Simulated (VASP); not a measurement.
Write the native input for VASP 6.6.1 that does the following.

```
Task                   : single point
Functional             : PBE
Potentials or basis    : VASP PAW PBE potentials, release 64 (B, N)
Cutoff                 : 600 eV
k mesh                 : 10 × 10 × 10
Occupations            : fermi-dirac, width 0.02 eV
Spin                   : no spin polarisation
Dipole correction      : no
Further INCAR settings : ALGO = Normal; EDIFF = 1e-06; NBANDS = 11
```

The structure of BN (Qingsongite) lies in POSCAR:

```
BN
1.0
   -0.0120500000      1.8014750000      1.8014750000
    1.8014750000     -0.0120500000      1.8014750000
    1.8014750000      1.8014750000     -0.0120500000
B N
1 1
Direct
    0.0000000000      0.0000000000      0.0000000000
    0.2500000000      0.2500000000      0.2500000000
```

One way to write it, as run:

INCAR

```
ALGO = Normal ; EDIFF = 1E-6
ENCUT = 600 ; GGA = PE
GGA_COMPAT = F ; ISIF = 2
ISMEAR = -1 ; LASPH = T
LCHARG = F ; LREAL = F
LWAVE = F ; NBANDS = 11
NELM = 120 ; PREC = Accurate
SIGMA = 0.02
```

KPOINTS

```
k-points
0
Gamma
  10 10 10
```

Potentials or basis: VASP PAW PBE potentials, release 64 (B, N).

Command:

```bash
$ cat potpaw_PBE.64/B/POTCAR potpaw_PBE.64/N/POTCAR > POTCAR
$ mpirun -np 1 vasp_std > vasp.out
```

It gave:

```json
{
 "Pressure": "3.1 GPa",
 "Largest force": "0.027 eV/Å",
 "Band gap on the k mesh": "4.43 eV, indirect (least direct gap 8.71 eV)"
}
```

It took 11 s on 1 thread of Intel Xeon 8259CL, on a shared host, peak memory 0.13 GiB.
